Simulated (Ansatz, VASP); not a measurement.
Two plane-wave programs on OsPd4

```
CELL_PARAMETERS angstrom
3.86521 0.00000 0.00000
-1.93261 3.34737 0.00000
0.00000 0.00000 6.08130
ATOMIC_POSITIONS crystal
Pd 0.33333 0.66667 0.00000
Pd 0.66667 0.33333 0.00000
Pd 0.33333 0.66667 0.50000
Pd 0.66667 0.33333 0.50000
Os 0.00000 0.00000 0.50000
```

Alike in both runs: task relaxation of cell and atoms; functional PBE; k mesh 6 × 6 × 4; occupations gaussian, width 0.1 eV; no spin polarisation.

|  | VASP | Ansatz |
| --- | --- | --- |
| version | VASP 6.6.1 | Ansatz 0.2.0 |
| potentials or method | VASP PAW PBE potentials, release 64 (Pd, Os), cutoff 600 eV | scalar-relativistic, plane waves, PAW |
| valence electrons in the cell | 48 | 88 |

Ansatz gave:

| Item | Value |
| --- | --- |
| gap on the k mesh at the Fermi level, each at its own relaxed structure (eV) | none |
| relaxed volume (Å³/atom) | 18.51 |
| relaxed cell length with the largest relative difference (Å) | 5.227 |

Q: What did VASP give for the same quantities?

A: gap on the k mesh at the Fermi level, each at its own relaxed structure (eV): none; relaxed volume (Å³/atom): 18.45; relaxed cell length with the largest relative difference (Å): 5.219.

A gap of «none» marks a metal or a gap that the smearing closes. VASP's potentials hold 48 valence electrons a cell and Ansatz's 88, so a difference there can come from the potentials and not from the codes.

Neither program's run includes spin-orbit coupling. Noted on VASP's run: the volume moved by over 15 % at a fixed basis, so the end points are rough.
